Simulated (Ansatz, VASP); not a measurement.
**P: VASP beside Ansatz**

```
CELL_PARAMETERS angstrom
2.44440 0.00000 0.00000
0.00000 2.44440 0.00000
0.00000 0.00000 2.44444
ATOMIC_POSITIONS crystal
P 0.00000 0.00000 0.00000
```

Alike in both runs: functional PBE; k mesh 22 × 22 × 22; occupations gaussian, width 0.1 eV; no spin polarisation.

Ansatz relaxed the structure, and its values are those at the end. VASP's run is a single point on that final structure, the one shown.

|  | VASP | Ansatz |
| --- | --- | --- |
| version | VASP 6.6.1 | Ansatz 0.2.0 |
| potentials or method | VASP PAW PBE potentials, release 64 (P), cutoff 520 eV | scalar-relativistic, plane waves, PAW |
| valence electrons in the cell | 5 | 5 |

Ansatz gave:

- gap on the k mesh at the Fermi level (eV): none
- pressure (GPa): 0.0

Task: Which values does VASP return?

Result: gap on the k mesh at the Fermi level (eV): none; pressure (GPa): -0.3.

A gap of «none» marks a metal or a gap that the smearing closes. With one functional, cell and mesh, what is left measures potentials, basis and numerics.
